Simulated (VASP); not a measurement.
Input of a VASP 6.6.1 run:

POSCAR

```
CdAg
1.0
    3.4112665000      0.0000000000      0.0000000000
    0.0000000000      3.4112665000      0.0000000000
    0.0000000000      0.0000000000      3.4112665000
Cd Ag
1 1
Direct
    0.5000000000      0.5000000000      0.5000000000
    0.0000000000      0.0000000000      0.0000000000
```

INCAR.step1

```
SYSTEM = CdAg
PREC = Accurate
ENCUT = 520
ISMEAR = -1
SIGMA = 0.1
LREAL = .False.
LASPH = .True.
NELM = 60
NBANDS = 18
GGA = PE
ALGO = Normal
EDIFF = 1E-4
LWAVE = .True.
LCHARG = .False.
```

File INCAR.step2:

```
SYSTEM = CdAg
PREC = Accurate
ENCUT = 520
EDIFF = 1E-6
ISMEAR = -1
SIGMA = 0.1
LREAL = .False.
LASPH = .True.
NELM = 60
ALGO = Normal
ISIF = 2
LWAVE = .False.
LCHARG = .False.
METAGGA = R2SCAN
LMIXTAU = .True.
NBANDS = 18
ISTART = 1
```

The input KPOINTS:

```
Automatic mesh
0
Gamma
  10 10 10
  0 0 0
```

Potentials or basis: VASP PAW PBE potentials, release 64 (Cd, Ag).

Command:

```sh
$ cat potpaw_PBE.64/Cd/POTCAR potpaw_PBE.64/Ag/POTCAR > POTCAR
$ cp INCAR.step1 INCAR
$ mpirun -np 1 vasp_std > vasp.out
$ cp INCAR.step2 INCAR
$ mpirun -np 1 vasp_std > vasp.out
```

Task: What does it give for the pressure?

Result: -4.0 GPa.

Caveat: the PAW data sets were made with another functional, which shifts forces and pressure a little.
